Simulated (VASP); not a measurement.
BP (zincblende type): single point with LDA

Crystal: BP (zincblende type).

```
B P
1.0
     0.00000    2.08411    2.08411
     2.08411    0.00000    2.08411
     2.08411    2.08411    0.00000
B P
1 1
Direct
  0.00000 0.00000 0.00000
  0.25000 0.25000 0.25000
```

This cell differs from its parent crystal: volume scaled by 0.8.

```yaml
Program: VASP 6.6.1
Task: single point
Functional: LDA
Potentials_or_basis: VASP PAW LDA potentials, release 64 (B, P)
Cutoff: 500 eV
k_mesh: 15 × 15 × 15
Occupations: fermi-dirac, width 0.08 eV
Spin: no spin polarisation
Dipole_correction: no
Further_INCAR_settings: ALGO = Normal; EDIFF = 1e-06; NBANDS = 11
```

```yaml
Pressure: 58.9 GPa
Band_gap_on_the_k_mesh: 0.80 eV, indirect (least direct gap 3.95 eV)
```

Levels at points of the mesh, in eV from the valence-band top:
| k point | band 1 | band 2 | band 3 | band 4 | band 5 | band 6 | band 7 | band 8 |
| --- | --- | --- | --- | --- | --- | --- | --- | --- |
| (0.00, 0.00, 0.00) | -17.79 | 0.00 | 0.00 | 0.00 | 3.95 | 3.95 | 3.95 | 11.46 |

Run time: 14 s on 1 thread of AMD EPYC 9R45 (Zen 5), on a shared host, peak memory 0.1 GiB.

 A k mesh can miss the band edges.
